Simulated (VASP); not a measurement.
Cu:

```
Cu
1.0
    -1.43460    1.43460    1.43460
     1.43460   -1.43460    1.43460
     1.43460    1.43460   -1.43460
Cu
1
Direct
  0.00000 0.00000 0.00000
```

This isn't the form of Cu at room conditions, which is fcc.

```yaml
Program: VASP 6.6.1
Task: relaxation of cell and atoms
Functional: LDA
Potentials_or_basis: VASP PAW LDA potentials, release 64 (Cu_sv_GW)
Cutoff: 700 eV
k_mesh: 15 × 15 × 15
Occupations: fermi-dirac, width 0.1 eV
Spin: no spin polarisation
```

At the start: pressure -16.1 GPa; volume 11.81 Å³/atom.

How do energy, volume and symmetry change on relaxing?

Over 4 steps the energy falls by 59.7 meV/atom and the volume is 10.73 Å³/atom (-9.1 %); space group Im-3m (No. 229, to 0.1 Å) before and after.

The path:
| step | energy change (eV) | largest force (eV/Å) | pressure (GPa) | volume (Å³) |
| --- | --- | --- | --- | --- |
| 1 | 0.0000 | 0.0000 | -16.15 | 11.81 |
| 2 | -0.0056 | 0.0000 | 21.93 | 9.89 |
| 3 | -0.0597 | 0.0000 | -0.25 | 10.75 |
| 4 | -0.0597 | 0.0000 | 0.14 | 10.73 |

Final structure:
```cif
data_structure
_symmetry_space_group_name_H-M 'P 1'
_symmetry_Int_Tables_number 1
_cell_length_a 2.4069
_cell_length_b 2.4069
_cell_length_c 2.4069
_cell_angle_alpha 109.471
_cell_angle_beta 109.471
_cell_angle_gamma 109.471
_cell_volume 10.73
loop_
_atom_site_label
_atom_site_type_symbol
_atom_site_fract_x
_atom_site_fract_y
_atom_site_fract_z
_atom_site_occupancy
Cu1 Cu 0.00000 0.00000 0.00000 1
```
